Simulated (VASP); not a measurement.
# SnSe in VASP: a series of runs

The runs below take SnSe through single point, with LDA, PBE-based screened hybrid.

Program: VASP 6.6.1. These are calculated values, not measurements. Logs are shortened: lines on timing, memory, paths and dates and some standing lists are left out, and cuts for length are marked.

**1. The cell of the first run**

The cell holds a slab with vacuum, 4 atoms: a = 4.342 Å, b = 4.342 Å, c = 11.135 Å, α = 90.00°, β = 90.00°, γ = 90.00°.

**2. Single point, LDA**

File INCAR:

```
  PREC = Accurate
  ENCUT = 520
  EDIFF = 1E-6
  ISMEAR = -1
  SIGMA = 0.05
  LREAL = F
  LASPH = T
  NELM = 80
  ALGO = Normal
  ISIF = 2
  LWAVE = F
  LCHARG = T
  GGA = CA
  LELF = T
  LVHAR = T
  NBANDS = 28
```

File KPOINTS:

```
Automatic mesh
0
Gamma
  6 6 3
```

File POSCAR:

```
SnSe
1.0
    4.3417197731      0.0000000000      0.0000000000
    0.0000000000      4.3417197731      0.0000000000
    0.0000000000      0.0000000000     11.1353230860
Sn Se
2 2
Direct
    0.0000000000      0.5000000000      0.6277708900
    0.5000000000      0.0000000000      0.3722291100
    0.0000000000      0.5000000000      0.3839605100
    0.5000000000      0.0000000000      0.6160394900
```

Potentials or basis: VASP PAW LDA potentials, release 64 (Sn_d, Se).

Command:

```
cat potpaw_LDA.64/Sn_d/POTCAR potpaw_LDA.64/Se/POTCAR > POTCAR
mpirun -np 1 vasp_std > vasp.out
```

OUTCAR:

```text
PREC = Accurate
   ENCUT = 520
   EDIFF = 1E-6
   ISMEAR = -1
   LREAL = F
   LASPH = T
   NELM = 80
   ISIF = 2
   GGA = CA

 ion  position               nearest neighbor table
   1  0.000  0.500  0.628-   3 2.71   4 3.07   4 3.07   4 3.07   4 3.07
   2  0.500  0.000  0.372-   4 2.71   3 3.07   3 3.07   3 3.07   3 3.07
   3  0.000  0.500  0.384-   1 2.71   2 3.07   2 3.07   2 3.07   2 3.07
   4  0.500  0.000  0.616-   2 2.71   1 3.07   1 3.07   1 3.07   1 3.07

  LATTYP: Found a simple tetragonal cell.
 ALAT       =     4.3417197731
 C/A-ratio  =     2.5647263453

  Lattice vectors:

 A1 = (   4.3417197731,   0.0000000000,   0.0000000000)
 A2 = (   0.0000000000,   4.3417197731,   0.0000000000)
 A3 = (   0.0000000000,   0.0000000000,  11.1353230860)

Analysis of symmetry for initial positions (statically):
=====================================================================
 Subroutine PRICEL returns:
 Original cell was already a primitive cell.

 Routine SETGRP: Setting up the symmetry group for a
 simple tetragonal supercell.

 Subroutine GETGRP returns: Found 16 space group operations
 (whereof  8 operations were pure point group operations)
 out of a pool of 16 trial point group operations.

The static configuration has the point symmetry D_2d.
 The point group associated with its full space group is D_4h.

Analysis of symmetry for dynamics (positions and initial velocities):
=====================================================================
 Subroutine PRICEL returns:
 Original cell was already a primitive cell.

 Routine SETGRP: Setting up the symmetry group for a
 simple tetragonal supercell.

 Subroutine GETGRP returns: Found 16 space group operations
 (whereof  8 operations were pure point group operations)
 out of a pool of 16 trial point group operations.

The dynamic configuration has the point symmetry D_2d.
 The point group associated with its full space group is D_4h.

 Subroutine INISYM returns: Found 16 space group operations
 (whereof  8 operations are pure point group operations),
 and found     1 'primitive' translations

----------------------------------------------------------------------------------------

                                     Primitive cell

  volume of cell :     209.9067

  direct lattice vectors                    reciprocal lattice vectors
     4.341719773  0.000000000  0.000000000     0.230323478  0.000000000  0.000000000
     0.000000000  4.341719773  0.000000000     0.000000000  0.230323478  0.000000000
     0.000000000  0.000000000 11.135323086     0.000000000  0.000000000  0.089804309

  length of vectors
     4.341719773  4.341719773 11.135323086     0.230323478  0.230323478  0.089804309

  position of ions in fractional coordinates (direct lattice)
     0.000000000  0.500000000  0.627770890
     0.500000000  0.000000000  0.372229110
     0.000000000  0.500000000  0.383960510
     0.500000000  0.000000000  0.616039490

  ion indices of the primitive-cell ions
   primitive index   ion index
                 1           1
                 2           2
                 3           3
                 4           4

----------------------------------------------------------------------------------------

 KPOINTS: Automatic mesh

Automatic generation of k-mesh.
 Grid dimensions read from file:
 generate k-points for:    6    6    3

 Generating k-lattice:

  Cartesian coordinates                     Fractional coordinates (reciprocal lattice)
     0.038387246  0.000000000  0.000000000     0.166666667  0.000000000  0.000000000
     0.000000000  0.038387246  0.000000000     0.000000000  0.166666667  0.000000000
     0.000000000  0.000000000  0.029934770     0.000000000  0.000000000  0.333333333

  Length of vectors
     0.038387246  0.038387246  0.029934770

  Shift w.r.t. Gamma in fractional coordinates (k-lattice)
     0.000000000  0.000000000  0.000000000

 Subroutine IBZKPT returns following result:
 ===========================================

 Found     20 irreducible k-points:

 Following reciprocal coordinates:
            Coordinates               Weight
  0.000000  0.000000  0.000000      1.000000
  0.166667  0.000000  0.000000      4.000000
  0.333333  0.000000  0.000000      4.000000
  0.500000  0.000000  0.000000      2.000000
  0.166667  0.166667  0.000000      4.000000
  0.333333  0.166667  0.000000      8.000000
[... 12 lines left out ...]
  0.500000  0.333333  0.333333      8.000000
  0.500000  0.500000  0.333333      2.000000
   k-points           NKPTS =     20   k-points in BZ     NKDIM =     20   number of bands    NBANDS=     28
   number of dos      NEDOS =    301   number of ions     NIONS =      4
   total plane-waves  NPLWV =  86016
   dimension x,y,z NGX =    32 NGY =   32 NGZ =   84
   dimension x,y,z NGXF=    64 NGYF=   64 NGZF=  168
   ions per type =               2   2
   NGX,Y,Z   is equivalent  to a cutoff of  12.25, 12.25, 12.54 a.u.
   NGXF,Y,Z  is equivalent  to a cutoff of  24.51, 24.51, 25.08 a.u.
 SYSTEM =  unknown system
   PREC   = accura    normal or accurate (medium, high low for compatibility)
   ISTART =      0    job   : 0-new  1-cont  2-samecut
   ICHARG =      2    charge: 1-file 2-atom 10-const
   ISPIN  =      1    spin polarized calculation?
   LNONCOLLINEAR =      F non collinear calculations
   LSORBIT =      F    spin-orbit coupling
   LASPH  =      T    aspherical Exc in radial PAW
   ENCUT  =  520.0 eV  38.22 Ry    6.18 a.u.   8.07  8.07 20.70*2*pi/ulx,y,z
   NELM   =     80;   NELMIN=  2; NELMDL= -5     # of ELM steps
   EDIFF  = 0.1E-05   stopping-criterion for ELM
   LREAL  =      F    real-space projection
   EDIFFG = 0.1E-04   stopping-criterion for IOM
   NSW    =      0    number of steps for IOM
   IBRION =     -1    ionic relax: 0-MD 1-quasi-New 2-CG
   NFREE  =      0    steps in history (QN), initial steepest desc. (CG)
   ISIF   =      2    stress and relaxation
   ISYM   =      2    0-nonsym 1-usesym 2-fastsym
   POTIM  = 0.5000    time-step for ionic-motion
   TEBEG  =    0.0;   TEEND  =   0.0 temperature during run
   PSTRESS=    0.0 pullay stress
   NELECT =      40.0000    total number of electrons
   NUPDOWN=      -1.0000    fix difference up-down
   EMIN   =  10.00;   EMAX   =-10.00  energy-range for DOS
   EFERMI =   0.00;   METHOD = LEGACY
   ISMEAR =    -1;   SIGMA  =   0.05  broadening in eV -4-tet -1-fermi 0-gaus
   EFERMI_NEDOS =   21; number of points for ismear=-14 and -15
   IALGO  =     38    algorithm
   IMIX   =      4    mixing-type and parameters
     AMIX     =   0.40;   BMIX     =  1.00
     AMIX_MAG =   1.60;   BMIX_MAG =  1.00
  volume/ion in A,a.u.               =      52.48       354.13
  Fermi-wavevector in a.u.,A,eV,Ry     =   0.942076  1.780266 12.075273  0.887508
  Thomas-Fermi vector in A             =   2.069650
   LORBIT       =      0    0 simple, 1 ext, 2 COOP (PROOUT), +10 PAW based schemes
   GGA     = CA    functional components
   LHFCALC =     F    Hartree Fock is set to
   AEXX    =    0.0000 exact exchange contribution
   IVDW    =     0    specifies the selected vdW correction
   LEPSILON=     F    determine dielectric tensor
   LRPA    =     F    only Hartree local field effects (RPA)
 non-spin polarized calculation
  energy-cutoff  :      520.00
  volume of cell :      209.91
 maximum number of plane-waves:      5696
   NGX = 17   NGY = 17   NGZ = 41

 number of electron      40.0000004 magnetization

 Free energy of the ion-electron system (eV)
  ---------------------------------------------------
  ext. energy  EPLUGINS =         0.00000000
  ---------------------------------------------------
  free energy    TOTEN  =       -18.34195118 eV

  energy without entropy =      -18.34195099  energy(sigma->0) =      -18.34195108

 E-fermi :   0.8404     XC(G=0):  -6.1096

 val. band max:        0.1061770136   @ k =   0.3333   0.0000   0.3333
 cond. band min:       1.5939036637   @ k =   0.3333   0.0000   0.3333
 fundamental gap:      1.4877266500
 Fermi energy:         0.8403687070

 k-point     1 :       0.0000    0.0000    0.0000
  band No.  band energies     occupation
      1     -20.8128      2.00000
      2     -20.8082      2.00000
      3     -20.8071      2.00000
      4     -20.8011      2.00000
      5     -20.7971      2.00000
      6     -20.7740      2.00000
[... 20 lines left out ...]
     27       5.6469      0.00000
     28       5.6470      0.00000

 k-point     2 :       0.1667    0.0000    0.0000
  band No.  band energies     occupation
      1     -20.8106      2.00000
      2     -20.8083      2.00000
      3     -20.8066      2.00000
      4     -20.8033      2.00000
      5     -20.7942      2.00000
      6     -20.7743      2.00000
[... 20 lines left out ...]
     27       5.3756      0.00000
     28       5.3854      0.00000

 k-point     3 :       0.3333    0.0000    0.0000
  band No.  band energies     occupation
      1     -20.8105      2.00000
      2     -20.8077      2.00000
      3     -20.8065      2.00000
      4     -20.8039      2.00000
      5     -20.7870      2.00000
      6     -20.7757      2.00000
[... 20 lines left out ...]
     27       5.2130      0.00000
     28       6.6779      0.00000

 k-point     4 :       0.5000    0.0000    0.0000
  band No.  band energies     occupation
      1     -20.8107      2.00000
      2     -20.8107      2.00000
      3     -20.8037      2.00000
      4     -20.8037      2.00000
      5     -20.7799      2.00000
      6     -20.7799      2.00000
[... 454 lines left out ...]
     27       5.9023      0.00000
     28       6.0963      0.00000

 k-point    19 :       0.5000    0.3333    0.3333
  band No.  band energies     occupation
      1     -20.8208      2.00000
      2     -20.8208      2.00000
      3     -20.7962      2.00000
      4     -20.7962      2.00000
      5     -20.7758      2.00000
      6     -20.7758      2.00000
[... 20 lines left out ...]
     27       5.7082      0.00000
     28       5.7082      0.00000

 k-point    20 :       0.5000    0.5000    0.3333
  band No.  band energies     occupation
      1     -20.8239      2.00000
      2     -20.8239      2.00000
      3     -20.7940      2.00000
      4     -20.7940      2.00000
      5     -20.7754      2.00000
      6     -20.7754      2.00000
[... 20 lines left out ...]
     27       6.3689      0.00000
     28       6.3689      0.00000

------------------------ aborting loop because EDIFF is reached ----------------------------------------

  FORCE on cell =-STRESS in cart. coord.  units (eV):
  Direction    XX          YY          ZZ          XY          YZ          ZX
  --------------------------------------------------------------------------------------
  -------------------------------------------------------------------------------------
  Total       -3.4166673     -3.4166673     -1.9134481      0.0000000      0.0000000      0.0000000
  in kB      -26.0787563    -26.0787563    -14.6049764      0.0000000      0.0000000      0.0000000
  external PRESSURE =     -22.2541630 kB  Pullay stress =       0.0000000 kB

 VOLUME and BASIS-vectors are now :
 -----------------------------------------------------------------------------
  energy-cutoff  :      520.00
  volume of cell :      209.91
      direct lattice vectors                 reciprocal lattice vectors
     4.341719773  0.000000000  0.000000000     0.230323478  0.000000000  0.000000000
     0.000000000  4.341719773  0.000000000     0.000000000  0.230323478  0.000000000
     0.000000000  0.000000000 11.135323086     0.000000000  0.000000000  0.089804309

 POSITION                                       TOTAL-FORCE (eV/Angst)
 -----------------------------------------------------------------------------------
      0.00000      2.17086      6.99043        -0.000000      0.000000     -0.464175
      2.17086      0.00000      4.14489         0.000000      0.000000      0.464175
      0.00000      2.17086      4.27552        -0.000000      0.000000      0.218860
      2.17086      0.00000      6.85980        -0.000000      0.000000     -0.218860
 -----------------------------------------------------------------------------------
    total drift:                                0.000000      0.000000      0.000000

  FREE ENERGIE OF THE ION-ELECTRON SYSTEM (eV)
  ---------------------------------------------------
  free  energy   TOTEN  =       -18.3419511815 eV

  energy  without entropy=      -18.3419509878  energy(sigma->0) =      -18.34195108
```

Run time: 76 s. Hardware: 1 thread of AMD EPYC 9R14 (Zen 4), shared host; peak memory 0.25 GiB.

What came out:

```
Free energy            : -18.3420 eV
Largest force          : 0.464 eV/Å
Band gap on the k mesh : 1.49 eV, direct
```

Forces in eV/Å, atoms in the order of the input:
```
Sn   0.000  0.000 -0.464
Sn   0.000  0.000  0.464
Se   0.000  0.000  0.219
Se   0.000  0.000 -0.219
```

Levels at points of the mesh, in eV from the valence-band top:
```tsv
k point	band 18	band 19	band 20	band 21	band 22	band 23
(0.00, 0.00, 0.00)	-1.45	-1.45	-0.16	1.72	3.92	3.99
(0.50, 0.00, 0.00)	-1.27	-0.15	-0.15	1.52	1.52	2.13
(0.50, 0.50, 0.00)	-2.90	-1.48	-1.48	3.66	3.66	4.85
```

Caveat: spin-orbit coupling is left out, which moves the levels of the heavy elements.

**3. Single point, PBE-based screened hybrid**

This run uses another cell than the first one, of 50.46 Å³/atom, 0.962 times its volume.

File POSCAR:

```
SnSe
1.0
    4.2853274191      0.0000000000      0.0000000000
    0.0000000000      4.2853274191      0.0000000000
    0.0000000000      0.0000000000     10.9906921300
Sn Se
2 2
Direct
    0.0000000000      0.5000000000      0.6277708900
    0.5000000000      0.0000000000      0.3722291100
    0.0000000000      0.5000000000      0.3839605100
    0.5000000000      0.0000000000      0.6160394900
```

File INCAR.step1:

```
SYSTEM = SnSe
PREC = Accurate
ENCUT = 520
EDIFF = 1E-5
ISMEAR = -1
SIGMA = 0.05
LREAL = .False.
LASPH = .True.
NELM = 80
ALGO = Normal
ISIF = 2
LWAVE = .True.
LCHARG = .False.
GGA = PE
NBANDS = 28
```

File INCAR.step2:

```
SYSTEM = SnSe
PREC = Accurate
ENCUT = 520
EDIFF = 1E-6
ISMEAR = -1
SIGMA = 0.05
LREAL = .False.
LASPH = .True.
NELM = 80
ALGO = Normal
ISIF = 2
LWAVE = .False.
LCHARG = .False.
GGA = PE
LHFCALC = .True.
AEXX = 0.15
HFSCREEN = 0.2
PRECFOCK = Normal
ISTART = 1
NBANDS = 28
```

File KPOINTS:

```
regular mesh
0
Gamma
  3 3 2
  0 0 0
```

Potentials or basis: VASP PAW PBE potentials, release 64 (Sn_d, Se).

Command:

```
cat potpaw_PBE.64/Sn_d/POTCAR potpaw_PBE.64/Se/POTCAR > POTCAR
cp INCAR.step1 INCAR
mpirun -np 1 vasp_std > vasp.out
cp INCAR.step2 INCAR
mpirun -np 1 vasp_std > vasp.out
```

It took 5.7 min on 1 thread of Intel Xeon 6975P-C (Granite Rapids), shared host; peak memory 0.42 GiB.

The run converged. Its results:

```
Free energy            : -18.2176 eV
Largest force          : 0.492 eV/Å
Band gap on the k mesh : 1.81 eV, direct
```

Forces in eV/Å, atoms in the order of the input:
```
Sn   0.000  0.000  0.118
Sn   0.000  0.000 -0.118
Se   0.000  0.000 -0.492
Se   0.000  0.000  0.492
```

Levels at points of the mesh, in eV from the valence-band top:
```
           k point  band 16  band 17  band 18  band 19  band 20  band 21  band 22  band 23  band 24  band 25
(0.00, 0.00, 0.00)    -3.22    -3.22    -1.81    -1.81    -0.30     2.01     3.92     4.16     4.96     4.96
(0.00, 0.00, 0.50)    -3.22    -3.22    -1.81    -1.81    -0.30     1.82     4.16     4.96     4.96     5.11
```

Caveat: the k points lie up to 0.49 Å⁻¹ apart; the PAW data sets were made with another functional, which shifts forces and pressure a little; spin-orbit coupling is left out, which moves the levels of the heavy elements.
